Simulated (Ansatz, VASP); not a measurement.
**One calculation of MgF2, two programs**

File POSCAR:

```
MgF2
1.0
    4.6220159946      0.0000000000      0.0000000000
    0.0000000000      4.6220159946      0.0000000000
    0.0000000000      0.0000000000      3.0461117595
Mg F
2 4
Direct
    0.0000000000      0.0000000000      0.0000000000
    0.5000000000      0.5000000000      0.5000000000
    0.3029505751      0.3029505751      0.0000000000
    0.1970494249      0.8029505751      0.5000000000
    0.8029505751      0.1970494249      0.5000000000
    0.6970494249      0.6970494249      0.0000000000
```

File INCAR.step1:

```
PREC     = Accurate       # precision mode
ENCUT    = 520            # plane-wave cutoff, eV
EDIFF    = 1E-5           # SCF threshold, eV
ISMEAR   = 0              # smearing method
SIGMA    = 0.01           # smearing width, eV
LREAL    = F              # projectors in reciprocal space
LASPH    = T              # aspherical terms in the spheres
NELM     = 120            # most SCF steps
ALGO     = Normal         # electronic algorithm
ISIF     = 2              # what is computed and relaxed
LWAVE    = T              # write WAVECAR
NBANDS   = 25             # bands
GGA      = PE             # functional
GGA_COMPAT= F            
KPAR     = 4
```

INCAR.step2

```
PREC     = Accurate       # precision mode
ENCUT    = 520            # plane-wave cutoff, eV
EDIFF    = 1E-6           # SCF threshold, eV
ISMEAR   = 0              # smearing method
SIGMA    = 0.01           # smearing width, eV
LREAL    = F              # projectors in reciprocal space
LASPH    = T              # aspherical terms in the spheres
NELM     = 120            # most SCF steps
ALGO     = Normal         # electronic algorithm
ISIF     = 2              # what is computed and relaxed
LWAVE    = F              # write WAVECAR
LCHARG   = T              # write CHGCAR
GGA      = PE             # functional
LHFCALC  = T              # exact exchange
HFSCREEN = 0.2079         # screening, 1/A
PRECFOCK = Normal       
LVHAR    = T            
NBANDS   = 25             # bands
ISTART   = 1            
GGA_COMPAT= F            
KPAR     = 4
```

The input KPOINTS:

```
Automatic mesh
0
Gamma
  4 4 6
```

Input for Ansatz:

```yaml
crystal:
  lattice:
    - [4.6220159946, 0.0, 0.0]
    - [0.0, 4.6220159946, 0.0]
    - [0.0, 0.0, 3.0461117595]
  atoms:
    - { symbol: Mg, position: [0.0, 0.0, 0.0] }
    - { symbol: Mg, position: [0.5, 0.5, 0.5] }
    - { symbol: F, position: [0.3029505751, 0.3029505751, 0.0] }
    - { symbol: F, position: [0.1970494249, 0.8029505751, 0.5] }
    - { symbol: F, position: [0.8029505751, 0.1970494249, 0.5] }
    - { symbol: F, position: [0.6970494249, 0.6970494249, 0.0] }
kpoints:
  mp_grid: { grid: [4, 4, 6] }
  band_path:
    path:
      - [0.0, 0.0, 0.0]
      - [0.0, 0.5, 0.0]
      - [0.5, 0.5, 0.0]
      - [0.0, 0.0, 0.5]
      - [0.0, 0.5, 0.5]
      - [0.5, 0.5, 0.5]
    npoints: 1
hamiltonian:
  xc: hse06
scf:
  occupations: { method: fixed }
  n_extra_bands: 5
output:
  forces: true
  stress: true
  eigenvalues: true
  write_density: true
  write_potential: true
  elf: true
  volumetric_format: npy
```

Alike in both runs: task single point; functional HSE06; k mesh 4 × 4 × 6; no spin polarisation.

|  | VASP | Ansatz |
| --- | --- | --- |
| version | VASP 6.6.1 | Ansatz 0.2.0 |
| potentials or method | VASP PAW PBE potentials, release 64 (Mg, F) | plane waves, PAW |
| plane-wave cutoff (eV) | 520 | 420 |
| occupations | gaussian, width 0.01 eV | fixed |
| valence electrons in the cell | 32 | 48 |

|  | VASP | Ansatz | Ansatz less VASP |
| --- | --- | --- | --- |
| gap on the k mesh at the Fermi level (eV) | 9.41 | 9.47 | +0.063 |
| pressure (GPa) | 0.7 | 1.1 | +0.38 |
| rms of the force components (eV/Å) | 0.008 | 0.010 | +0.0025 |

Atom by atom the forces differ by 0.003 eV/Å (rms over components). VASP's potentials hold 32 valence electrons a cell and Ansatz's 48, so a difference there can come from the potentials and not from the codes. Ansatz's warnings: stress exchange threshold loose, stress scf threshold loose.
